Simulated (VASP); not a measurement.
Input of a VASP 6.6.1 run:

INCAR

```
SYSTEM = Pd
PREC = Accurate
ENCUT = 520
EDIFF = 1E-6
ISMEAR = 0
SIGMA = 0.05
LREAL = .FALSE.
LASPH = .TRUE.
NELM = 80
ALGO = Normal
ISIF = 2
LWAVE = .FALSE.
LCHARG = .FALSE.
GGA = PS
NBANDS = 11
```

KPOINTS

```
Automatic mesh
0
G
  9 9 9
  0 0 0
```

Contents of POSCAR:

```
Pd
1.0
    0.0000000000      1.9362043096      1.9362043096
    1.9362043096      0.0000000000      1.9362043096
    1.9362043096      1.9362043096      0.0000000000
Pd
1
Direct
    0.0000000000      0.0000000000      0.0000000000
```

Potentials or basis: VASP PAW PBE potentials, release 64 (Pd).

Launch:

```sh
$ cat potpaw_PBE.64/Pd/POTCAR > POTCAR
$ mpirun -np 1 vasp_std > vasp.out
```

Question: Estimate the band gap on the k mesh.

Answer: Zero (band 5 reaches 10.07 eV, above the bottom of band 6 at 8.56 eV).

Question: Predict the pressure.

Answer: -0.4 GPa.

Caveat: the PAW data sets were made with another functional, which shifts forces and pressure a little.
